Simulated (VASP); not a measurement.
# Hf (I4/mmm) in VASP: notebook

The runs below take Hf through single point, with PBEsol.

All numbers are computed with VASP 6.6.1; they aren't measurements. Logs are shortened: lines on timing, memory, paths and dates and some standing lists are left out, and cuts for length are marked.

### 1 The cell of the first run

Symmetry: I4/mmm, No. 139, tetragonal system. The conventional cell has a = 3.610 Å, b = 3.610 Å, c = 3.926 Å, α = 90.00°, β = 90.00°, γ = 90.00°. Hf (site symmetry 4/mmm) has 14 Hf at 3.22 to 3.93 Å within 4.2 Å.

### 2 Single point, PBEsol (strain +0.0875 x Voigt [0, 0, 1, 0, 0, 0])

The input, INCAR:

```
SYSTEM = Hf
PREC     = Accurate       ! precision mode
ENCUT    = 520            ! plane-wave cutoff, eV
EDIFF    = 1E-6           ! SCF threshold, eV
ISMEAR   = 0              ! smearing method
SIGMA    = 0.15           ! smearing width, eV
LREAL    = .False.        ! projectors in reciprocal space
LASPH    = .True.         ! aspherical terms in the spheres
NELM     = 80             ! most SCF steps
ALGO     = Fast           ! electronic algorithm
ISIF     = 2              ! what is computed and relaxed
LWAVE    = .False.        ! write WAVECAR
LCHARG   = .True.         ! write CHGCAR
GGA      = PS             ! functional
LELF     = .True.         ! ELF
LVHAR    = .True.       
NBANDS   = 11             ! bands
```

The input, KPOINTS:

```
Automatic mesh
0
Gamma
  18 18 18
  0 0 0
```

The input, POSCAR:

```
Hf
1.0
   -1.8050000000      1.8050000000      1.9629375000
    1.8050000000     -1.8050000000      1.9629375000
    1.8050000000      1.8050000000     -1.9629375000
Hf
1
Direct
    0.0000000000      0.0000000000      0.0000000000
```

Potentials or basis: VASP PAW PBE potentials, release 64 (Hf_pv).

The run is started by

```bash
> cat potpaw_PBE.64/Hf_pv/POTCAR > POTCAR
> mpirun -np 1 vasp_std > vasp.out
```

OUTCAR:

```text
SYSTEM = Hf
   PREC = Accurate
   ENCUT = 520
   EDIFF = 1E-6
   ISMEAR = 0
   LREAL = .False.
   LASPH = .True.
   NELM = 80
   ISIF = 2
   GGA = PS

 ion  position               nearest neighbor table
   1  0.000  0.000  0.000-

  LATTYP: Found a body centered tetragonal cell.
 ALAT       =     3.6100000000
 C/A-ratio  =     1.0875000000

  Lattice vectors:

 A1 = (  -1.8050000000,   1.8050000000,   1.9629375000)
 A2 = (   1.8050000000,  -1.8050000000,   1.9629375000)
 A3 = (   1.8050000000,   1.8050000000,  -1.9629375000)

Analysis of symmetry for initial positions (statically):
=====================================================================
 Subroutine PRICEL returns:
 Original cell was already a primitive cell.

 Routine SETGRP: Setting up the symmetry group for a
 body centered tetragonal supercell.

 Subroutine GETGRP returns: Found 16 space group operations
 (whereof 16 operations were pure point group operations)
 out of a pool of 16 trial point group operations.

The static configuration has the point symmetry D_4h.

Analysis of symmetry for dynamics (positions and initial velocities):
=====================================================================
 Subroutine PRICEL returns:
 Original cell was already a primitive cell.

 Routine SETGRP: Setting up the symmetry group for a
 body centered tetragonal supercell.

 Subroutine GETGRP returns: Found 16 space group operations
 (whereof 16 operations were pure point group operations)
 out of a pool of 16 trial point group operations.

The dynamic configuration has the point symmetry D_4h.

 Subroutine INISYM returns: Found 16 space group operations
 (whereof 16 operations are pure point group operations),
 and found     1 'primitive' translations

----------------------------------------------------------------------------------------

                                     Primitive cell

  volume of cell :      25.5812

  direct lattice vectors                    reciprocal lattice vectors
    -1.805000000  1.805000000  1.962937500     0.000000000  0.277008310  0.254720285
     1.805000000 -1.805000000  1.962937500     0.277008310  0.000000000  0.254720285
     1.805000000  1.805000000 -1.962937500     0.277008310  0.277008310  0.000000000

  length of vectors
     3.220120126  3.220120126  3.220120126     0.376319050  0.376319050  0.391748909

  position of ions in fractional coordinates (direct lattice)
     0.000000000  0.000000000  0.000000000

  ion indices of the primitive-cell ions
   primitive index   ion index
                 1           1

----------------------------------------------------------------------------------------

 KPOINTS: Automatic mesh

Automatic generation of k-mesh.
 Grid dimensions read from file:
 generate k-points for:   18   18   18

 Generating k-lattice:

  Cartesian coordinates                     Fractional coordinates (reciprocal lattice)
     0.000000000  0.015389351  0.014151127     0.055555556  0.000000000 -0.000000000
     0.015389351  0.000000000  0.014151127     0.000000000  0.055555556 -0.000000000
     0.015389351  0.015389351  0.000000000     0.000000000  0.000000000  0.055555556

  Length of vectors
     0.020906614  0.020906614  0.021763828

  Shift w.r.t. Gamma in fractional coordinates (k-lattice)
     0.000000000  0.000000000  0.000000000

 Subroutine IBZKPT returns following result:
 ===========================================

 Found    480 irreducible k-points:

 Following reciprocal coordinates:
            Coordinates               Weight
  0.000000  0.000000  0.000000      1.000000
  0.055556 -0.000000  0.000000      8.000000
  0.111111 -0.000000  0.000000      8.000000
  0.166667 -0.000000  0.000000      8.000000
  0.222222  0.000000  0.000000      8.000000
  0.277778  0.000000  0.000000      8.000000
[... 16 lines left out ...]
 -0.277778  0.055556 -0.000000     16.000000
 -0.222222  0.055556  0.000000     16.000000
 [... further k-points ...]
   k-points           NKPTS =    480   k-points in BZ     NKDIM =    480   number of bands    NBANDS=     11
   number of dos      NEDOS =    301   number of ions     NIONS =      1
   total plane-waves  NPLWV =  13824
   dimension x,y,z NGX =    24 NGY =   24 NGZ =   24
   dimension x,y,z NGXF=    48 NGYF=   48 NGZF=   48
   ions per type =               1
   NGX,Y,Z   is equivalent  to a cutoff of  12.39, 12.39, 12.39 a.u.
   NGXF,Y,Z  is equivalent  to a cutoff of  24.78, 24.78, 24.78 a.u.
 SYSTEM =  Hf
   PREC   = accura    normal or accurate (medium, high low for compatibility)
   ISTART =      0    job   : 0-new  1-cont  2-samecut
   ICHARG =      2    charge: 1-file 2-atom 10-const
   ISPIN  =      1    spin polarized calculation?
   LNONCOLLINEAR =      F non collinear calculations
   LSORBIT =      F    spin-orbit coupling
   LASPH  =      T    aspherical Exc in radial PAW
   ENCUT  =  520.0 eV  38.22 Ry    6.18 a.u.   5.99  5.99  5.99*2*pi/ulx,y,z
   NELM   =     80;   NELMIN=  2; NELMDL= -5     # of ELM steps
   EDIFF  = 0.1E-05   stopping-criterion for ELM
   LREAL  =      F    real-space projection
   EDIFFG = 0.1E-04   stopping-criterion for IOM
   NSW    =      0    number of steps for IOM
   IBRION =     -1    ionic relax: 0-MD 1-quasi-New 2-CG
   NFREE  =      0    steps in history (QN), initial steepest desc. (CG)
   ISIF   =      2    stress and relaxation
   ISYM   =      2    0-nonsym 1-usesym 2-fastsym
   POTIM  = 0.5000    time-step for ionic-motion
   TEBEG  =    0.0;   TEEND  =   0.0 temperature during run
   PSTRESS=    0.0 pullay stress
   NELECT =      10.0000    total number of electrons
   NUPDOWN=      -1.0000    fix difference up-down
   EMIN   =  10.00;   EMAX   =-10.00  energy-range for DOS
   EFERMI =   0.00;   METHOD = LEGACY
   ISMEAR =     0;   SIGMA  =   0.15  broadening in eV -4-tet -1-fermi 0-gaus
   EFERMI_NEDOS =   21; number of points for ismear=-14 and -15
   IALGO  =     68    algorithm
   IMIX   =      4    mixing-type and parameters
     AMIX     =   0.40;   BMIX     =  1.00
     AMIX_MAG =   1.60;   BMIX_MAG =  1.00
  volume/ion in A,a.u.               =      25.58       172.63
  Fermi-wavevector in a.u.,A,eV,Ry     =   1.197019  2.262039 19.495183  1.432856
  Thomas-Fermi vector in A             =   2.332945
   LORBIT       =      0    0 simple, 1 ext, 2 COOP (PROOUT), +10 PAW based schemes
   GGA     = PS    functional components
   LHFCALC =     F    Hartree Fock is set to
   AEXX    =    0.0000 exact exchange contribution
   IVDW    =     0    specifies the selected vdW correction
   LEPSILON=     F    determine dielectric tensor
   LRPA    =     F    only Hartree local field effects (RPA)
 non-spin polarized calculation
 RMM-DIIS sequential band-by-band and
 Gauss-broadening in eV      SIGMA  =   0.15
  energy-cutoff  :      520.00
  volume of cell :       25.58
 maximum number of plane-waves:       712
   NGX = 11   NGY = 11   NGZ = 11

 number of electron      10.0000002 magnetization

 Free energy of the ion-electron system (eV)
  ---------------------------------------------------
  ext. energy  EPLUGINS =         0.00000000
  ---------------------------------------------------
  free energy    TOTEN  =       -10.13383184 eV

  energy without entropy =      -10.10648070  energy(sigma->0) =      -10.12015627

 E-fermi :   3.6022     XC(G=0): -10.7961

 val. band max:        3.6008465501   @ k =   0.3333   0.1667   0.0000
 cond. band min:       3.6043598864   @ k =  -0.1667  -0.2778   0.1111
 fundamental gap:      0.0035133363
 Fermi energy:         3.6021916414

 k-point     1 :       0.0000    0.0000    0.0000
  band No.  band energies     occupation
      1     -26.7576      2.00000
      2     -26.7576      2.00000
      3     -26.7551      2.00000
      4      -3.0330      2.00000
      5       4.7503      0.00000
      6       4.7503      0.00000
      7       5.4897      0.00000
      8       6.8104      0.00000
      9       7.7959      0.00000
     10      15.5543      0.00000
     11      16.6885      0.00000

 k-point     2 :       0.0556   -0.0000    0.0000
  band No.  band energies     occupation
      1     -26.7730      2.00000
      2     -26.7624      2.00000
      3     -26.7561      2.00000
      4      -2.9369      2.00000
      5       4.7307      0.00000
      6       4.7707      0.00000
      7       5.4990      0.00000
      8       6.7476      0.00000
      9       7.7507      0.00000
     10      15.7437      0.00000
     11      16.8371      0.00000

 k-point     3 :       0.1111   -0.0000    0.0000
  band No.  band energies     occupation
      1     -26.8200      2.00000
      2     -26.7762      2.00000
      3     -26.7560      2.00000
      4      -2.6551      2.00000
      5       4.6465      0.00000
      6       4.7516      0.00000
      7       5.6192      0.00000
      8       6.6102      0.00000
      9       7.6556      0.00000
     10      16.1795      0.00000
     11      17.0696      0.00000

 k-point     4 :       0.1667   -0.0000    0.0000
  band No.  band energies     occupation
      1     -26.8913      2.00000
      2     -26.7973      2.00000
      3     -26.7557      2.00000
      4      -2.2073      2.00000
      5       4.4518      0.00000
      6       4.5974      0.00000
      7       5.9740      0.00000
      8       6.5196      0.00000
      9       7.5745      0.00000
     10      16.4024      0.00000
     11      17.1752      0.00000

 k-point     5 :       0.2222    0.0000    0.0000
  band No.  band energies     occupation
      1     -26.9775      2.00000
      2     -26.8230      2.00000
      3     -26.7554      2.00000
      4      -1.6297      2.00000
      5       4.1646      0.00000
      6       4.3590      0.00000
      7       6.5405      0.00000
      8       6.5429      0.00000
      9       7.5478      0.00000
     10      15.8499      0.00000
     11      16.9105      0.00000
[... 211 lines left out ...]
 k-point    21 :      -0.3889    0.0556   -0.0000
  band No.  band energies     occupation
      1     -27.1875      2.00000
      2     -26.8897      2.00000
      3     -26.7629      2.00000
      4       0.0080      2.00000
      5       3.6809      0.45781
      6       3.7652      0.12443
      7       6.6356      0.00000
      8       7.9674      0.00000
      9       8.5700      0.00000
     10      13.2490      0.00000
     11      14.6459      0.00000

 k-point    22 :      -0.3333    0.0556    0.0000
  band No.  band energies     occupation
      1     -27.1145      2.00000
      2     -26.8650      2.00000
      3     -26.7635      2.00000
      4      -0.5633      2.00000
      5       3.7365      0.20528
      6       3.9627      0.00068
      7       6.5871      0.00000
      8       7.6702      0.00000
      9       7.8629      0.00000
     10      14.4615      0.00000
     11      15.3938      0.00000

 k-point    23 :      -0.2778    0.0556   -0.0000
  band No.  band energies     occupation
      1     -27.0298      2.00000
      2     -26.8369      2.00000
      3     -26.7639      2.00000
      4      -1.2143      2.00000
      5       3.9456      0.00121
      6       4.2171      0.00000
      7       6.5395      0.00000
      8       6.9143      0.00000
      9       7.6818      0.00000
     10      15.6539      0.00000
     11      16.3201      0.00000

 k-point    24 :      -0.2222    0.0556    0.0000
  band No.  band energies     occupation
      1     -26.9433      2.00000
      2     -26.8088      2.00000
      3     -26.7640      2.00000
      4      -1.8376      2.00000
      5       4.2088      0.00000
      6       4.5023      0.00000
      7       6.2376      0.00000
      8       6.5575      0.00000
      9       7.5796      0.00000
     10      16.4505      0.00000
     11      17.1349      0.00000

 [... further k-points ...]

------------------------ aborting loop because EDIFF is reached ----------------------------------------

  FORCE on cell =-STRESS in cart. coord.  units (eV):
  Direction    XX          YY          ZZ          XY          YZ          ZX
  --------------------------------------------------------------------------------------
  -------------------------------------------------------------------------------------
  Total       -2.4973264     -2.4973264     -1.9071458      0.0000000      0.0000000      0.0000000
  in kB     -156.4101809   -156.4101809   -119.4465473      0.0000000      0.0000000      0.0000000
  external PRESSURE =    -144.0889697 kB  Pullay stress =       0.0000000 kB

 VOLUME and BASIS-vectors are now :
 -----------------------------------------------------------------------------
  energy-cutoff  :      520.00
  volume of cell :       25.58
      direct lattice vectors                 reciprocal lattice vectors
    -1.805000000  1.805000000  1.962937500     0.000000000  0.277008310  0.254720285
     1.805000000 -1.805000000  1.962937500     0.277008310  0.000000000  0.254720285
     1.805000000  1.805000000 -1.962937500     0.277008310  0.277008310  0.000000000

 POSITION                                       TOTAL-FORCE (eV/Angst)
 -----------------------------------------------------------------------------------
      0.00000      0.00000      0.00000         0.000000     -0.000000      0.000000
 -----------------------------------------------------------------------------------
    total drift:                               -0.000000     -0.000000     -0.000000

  FREE ENERGIE OF THE ION-ELECTRON SYSTEM (eV)
  ---------------------------------------------------
  free  energy   TOTEN  =       -10.1338318373 eV

  energy  without entropy=      -10.1064806984  energy(sigma->0) =      -10.12015627
```

It took 1.8 min on 1 thread of Intel Xeon 8259CL, shared host; peak memory 0.25 GiB.

What came out:

```
Free energy            : -10.1338 eV
Pressure               : -14.4 GPa
Band gap on the k mesh : zero (bands 5 and 6 overlap by 1.93 eV)
```

Levels at points of the mesh, in eV from the Fermi level:
| k point | band 2 | band 3 | band 4 | band 5 | band 6 | band 7 | band 8 | band 9 |
| --- | --- | --- | --- | --- | --- | --- | --- | --- |
| (0.00, 0.00, 0.00) | -30.36 | -30.36 | -6.64 | 1.15 | 1.15 | 1.89 | 3.21 | 4.19 |
| (0.50, 0.00, 0.00) | -30.52 | -30.36 | -3.10 | -0.05 | 0.51 | 2.99 | 4.49 | 6.30 |
| (0.50, 0.50, 0.00) | -30.55 | -30.39 | -2.94 | -0.85 | 0.94 | 4.19 | 4.75 | 6.52 |
| (0.50, 0.50, 0.50) | -30.70 | -30.70 | -2.20 | -1.98 | 5.04 | 5.61 | 5.85 | 5.85 |

Caveat: the cell differs from its parent crystal (strain +0.0875 x Voigt [0, 0, 1, 0, 0, 0]); the cell stands under tension; the PAW data sets were made with another functional, which shifts forces and pressure a little; spin-orbit coupling is left out, which moves the levels of the heavy elements.

### 3 Single point, PBEsol (strain +0.1000 x Voigt [0, 0, 1, 0, 0, 0])

The input, INCAR:

```
SYSTEM = Hf
  ALGO = Normal
  EDIFF = 1E-6
  ENCUT = 520
  GGA = PS
  ISIF = 2
  ISMEAR = 0
  LASPH = .TRUE.
  LCHARG = .FALSE.
  LREAL = .FALSE.
  LWAVE = .FALSE.
  NBANDS = 11
  NELM = 60
  PREC = Accurate
  SIGMA = 0.15
```

The input, KPOINTS:

```
k-points
0
G
  18 18 18
  0 0 0
```

The input, POSCAR:

```
Hf
1.0
   -1.8050000000      1.8050000000      1.9855000000
    1.8050000000     -1.8050000000      1.9855000000
    1.8050000000      1.8050000000     -1.9855000000
Hf
1
Direct
    0.0000000000      0.0000000000      0.0000000000
```

Potentials or basis: VASP PAW PBE potentials, release 64 (Hf_pv).

The run is started by

```bash
> cat potpaw_PBE.64/Hf_pv/POTCAR > POTCAR
> mpirun -np 1 vasp_std > vasp.out
```

It took 68 s on 1 thread of Intel Xeon 8259CL, shared host; peak memory 0.25 GiB.

It converged, with:

* Free energy: -10.1115 eV
* Pressure: -15.0 GPa
* Band gap on the k mesh: zero (bands 5 and 6 overlap by 1.87 eV)

Stress tensor (GPa, compression positive):
```
-16.41   0.00   0.00
  0.00 -16.41   0.00
  0.00   0.00 -12.32
```

Levels at points of the mesh, in eV from the Fermi level:
| k point | band 3 | band 4 | band 5 | band 6 | band 7 | band 8 |
| --- | --- | --- | --- | --- | --- | --- |
| (0.00, 0.00, 0.00) | -30.41 | -6.60 | 1.12 | 1.12 | 1.94 | 3.09 |
| (0.50, 0.00, 0.00) | -30.41 | -3.08 | -0.01 | 0.47 | 2.86 | 4.46 |
| (0.50, 0.50, 0.00) | -30.44 | -2.90 | -0.89 | 0.94 | 4.21 | 4.73 |
| (0.50, 0.50, 0.50) | -30.73 | -2.18 | -1.93 | 4.81 | 5.51 | 5.77 |

Caveat: the cell differs from its parent crystal (strain +0.1000 x Voigt [0, 0, 1, 0, 0, 0]); the cell stands under tension; the PAW data sets were made with another functional, which shifts forces and pressure a little; spin-orbit coupling is left out, which moves the levels of the heavy elements.
